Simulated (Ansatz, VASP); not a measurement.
## Au: VASP beside Ansatz

```
Au
1.0
     1.41131   -2.55593    0.00000
     1.41131    2.55593    0.00000
     0.00000    0.00000    4.89317
Au
2
Direct
  0.66533 0.33467 0.25000
  0.33467 0.66533 0.75000
```

Alike in both runs: task single point; functional PBE; k mesh 10 × 10 × 6; occupations gaussian, width 0.1 eV; no spin polarisation.

|  | VASP | Ansatz |
| --- | --- | --- |
| version | VASP 6.6.1 | Ansatz 0.2.0 |
| potentials or method | VASP PAW PBE potentials, release 64 (Au), cutoff 520 eV | scalar-relativistic, plane waves, PAW |
| valence electrons in the cell | 22 | 38 |

Ansatz gave:

```
gap on the k mesh at the Fermi level (eV)                     : none
pressure (GPa)                                                : 3.3
traceless stress, the component that is largest in VASP (GPa) : -1.69
rms of the force components (eV/Å)                            : 0.010
```

Q: Which values does VASP return?

A: gap on the k mesh at the Fermi level (eV): none; pressure (GPa): 3.0; traceless stress, the component that is largest in VASP (GPa): -1.70; rms of the force components (eV/Å): 0.010.

Atom by atom the forces differ by 0.000 eV/Å (rms over components). A gap of «none» marks a metal or a gap that the smearing closes. VASP's potentials hold 22 valence electrons a cell and Ansatz's 38, so a difference there can come from the potentials and not from the codes.

Spin-orbit coupling is off throughout.
